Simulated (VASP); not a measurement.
# SiC (pbesol): relaxation of cell and atoms with PBEsol

The system is SiC (pbesol).

```xyz
2
Lattice="0.0000 1.7968 1.7968 1.7968 0.0000 1.7968 1.7968 1.7968 0.0000" Properties=species:S:1:pos:R:3 pbc="T T T"
C     0.0000    0.0000    0.0000
Si    1.7968    1.7968    1.7968
```

| Item | Value |
| --- | --- |
| Program | VASP 6.6.1 |
| Task | relaxation of cell and atoms |
| Functional | PBEsol |
| Potentials or basis | VASP PAW PBE potentials, release 64 (C, Si) |
| Cutoff | 600 eV |
| k mesh | 16 × 16 × 16 |
| Occupations | gaussian, width 0.02 eV |
| Spin | no spin polarisation |
| Target pressure | 250 GPa |
| Dipole correction | no |
| Further INCAR settings | ALGO = Normal; EDIFF = 1e-07; IBRION = 2; EDIFFG = -0.004; NSW = 70; ISIF = 3 |

* Relaxed volume: 5.45 Å³/atom
* Relaxed cell: a = 2.489 Å, b = 2.489 Å, c = 2.489 Å, α = 60.00°, β = 60.00°, γ = 60.00°
* Space group after relaxing (to 0.05 Å): Fm-3m (No. 225)
* Energy change on relaxing (the enthalpy is what falls): +471.5 meV/atom
* Ionic steps: 5
* Pressure after relaxing: 250.0 GPa
* Band gap on the k mesh: 0.06 eV, indirect (least direct gap 6.27 eV)

The path:
| step | energy change (eV) | largest force (eV/Å) | pressure (GPa) | volume (Å³) |
| --- | --- | --- | --- | --- |
| 1 | 0.0000 | 0.0000 | 188.54 | 11.60 |
| 2 | 8.2232 | 0.0000 | 705.08 | 8.25 |
| 3 | 0.8101 | 0.0000 | 241.47 | 11.00 |
| 4 | 0.9219 | 0.0000 | 248.65 | 10.92 |
| 5 | 0.9430 | 0.0000 | 250.00 | 10.91 |

Final structure:
```
C Si
1.0
     0.00000    1.76026    1.76026
     1.76026    0.00000    1.76026
     1.76026    1.76026    0.00000
C Si
1 1
Direct
  0.00000 0.00000 0.00000
  0.50000 0.50000 0.50000
```

Levels at points of the mesh, in eV from the valence-band top:
```
           k point  band 1  band 2  band 3  band 4  band 5  band 6  band 7  band 8
(0.00, 0.00, 0.00)  -24.05    0.00    0.00    0.00    8.88    8.88    8.88   16.04
(0.50, 0.00, 0.00)  -16.99  -15.52   -2.50   -2.50    7.53    7.53    8.68   14.39
(0.50, 0.50, 0.00)  -14.23  -13.91   -6.21   -6.21    0.06    2.53   21.26   21.94
```

Run time: 29 s on 1 thread of Intel Xeon 6975P-C, with other jobs on the host, peak memory 0.14 GiB.

Caveat: the cell is relaxed towards a set pressure, so the enthalpy falls and the energy may rise; the PAW data sets were made with another functional, which shifts forces and pressure a little. A k mesh can miss the band edges.
